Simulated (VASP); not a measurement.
SnO2, 12 atoms in the cell. Symmetry: Cm, No. 8, monoclinic system. The conventional cell has a = 5.607 Å, b = 3.237 Å, c = 4.680 Å, α = 90.00°, β = 113.54°, γ = 90.00°. Sn (site symmetry m) has 6 O at 1.89 to 2.24 Å within 2.5 Å. O (site symmetry m) has 3 Sn at 1.89 to 2.24 Å within 2.5 Å. O (site symmetry m) has 3 Sn at 2.11 to 2.12 Å and 6 O at 2.64 to 3.07 Å within 3.1 Å.  This cell differs from its parent crystal: atoms displaced along several vibrational modes.

| Quantity | Value |
| --- | --- |
| Program | VASP 6.6.1 |
| Task | single point |
| Functional | PBE |
| Dispersion | D3(BJ) |
| Potentials or basis | VASP PAW PBE potentials, release 64 (Sn_d, O) |
| Cutoff | 520 eV |
| k mesh | 6 × 6 × 6 |
| Occupations | gaussian, width 0.05 eV |
| Spin | no spin polarisation |
| Dipole correction | no |
| Further INCAR settings | ALGO = Normal; EDIFF = 1e-06; NBANDS = 64 |

Potentials or basis: VASP PAW PBE potentials, release 64 (Sn_d, O).

Run with:

```bash
$ cat potpaw_PBE.64/Sn_d/POTCAR potpaw_PBE.64/O/POTCAR > POTCAR
$ mpirun -np 1 vasp_std > vasp.out
```

Hardware: 1 thread of Oxide Virtual Turin-like Processor, on a shared host.

Problem. How long does it take, and how much memory?

Solution. Run time: 15 min on 1 thread of Oxide Virtual Turin-like Processor, on a shared host, peak memory 0.54 GiB. Counts: scf iterations 14, k points 68.
